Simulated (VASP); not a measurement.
Set up this calculation in VASP 6.6.1, as the native input.

| Item | Value |
| --- | --- |
| Task | single point |
| Functional | PBE |
| Potentials or basis | VASP PAW PBE potentials, release 64 (Sc_sv, Sb_d_GW, N) |
| Cutoff | 700 eV |
| k mesh | 6 × 6 × 6 |
| Occupations | gaussian, width 0.1 eV |
| Spin | no spin polarisation |
| Dipole correction | no |
| Further INCAR settings | ALGO = Normal; EDIFF = 1e-06; NBANDS = 37 |

The structure of ScSb2N3 lies in POSCAR:

```
ScSb2N3
1.0
    2.9605637195      1.7092822604      3.0731616564
   -2.9605637195      1.7092822604      3.0731616564
    0.0000000000     -3.4185645208      3.0731616564
Sc Sb N
1 2 3
Direct
    0.0000000000      0.0000000000      0.0000000000
    0.6965089937      0.6965089937      0.6965089937
    0.3034910063      0.3034910063      0.3034910063
    0.0000000000      0.0000000000      0.5000000000
    0.5000000000      0.0000000000      0.0000000000
    0.0000000000      0.5000000000      0.0000000000
```

The cell was generated, and may not be a known phase.

These files were run (other wordings do the same):

INCAR

```
  ALGO = Normal
  EDIFF = 1E-6
  ENCUT = 700
  GGA = PE
  GGA_COMPAT = F
  ISIF = 2
  ISMEAR = 0
  LASPH = T
  LCHARG = F
  LREAL = F
  LWAVE = F
  NBANDS = 37
  NELM = 120
  PREC = Accurate
  SIGMA = 0.1
```

KPOINTS

```
k-points
0
Gamma
  6 6 6
```

Potentials or basis: VASP PAW PBE potentials, release 64 (Sc_sv, Sb_d_GW, N).

Run with:

```console
$ cat potpaw_PBE.64/Sc_sv/POTCAR potpaw_PBE.64/Sb_d_GW/POTCAR potpaw_PBE.64/N/POTCAR > POTCAR
$ mpirun -np 1 vasp_std > vasp.out
```

It gave:

```json
{
 "Pressure": "0.4 GPa",
 "Largest force": "0.036 eV/Å",
 "Band gap on the k mesh": "zero (bands 28 and 29 overlap by 0.59 eV)"
}
```

Caveat: spin-orbit coupling is left out, which moves the levels of the heavy elements.

It took 2.3 min on 1 thread of Intel(R) Xeon(R) 6975P-C (Granite Rapids), on a shared host, peak memory 0.35 GiB.
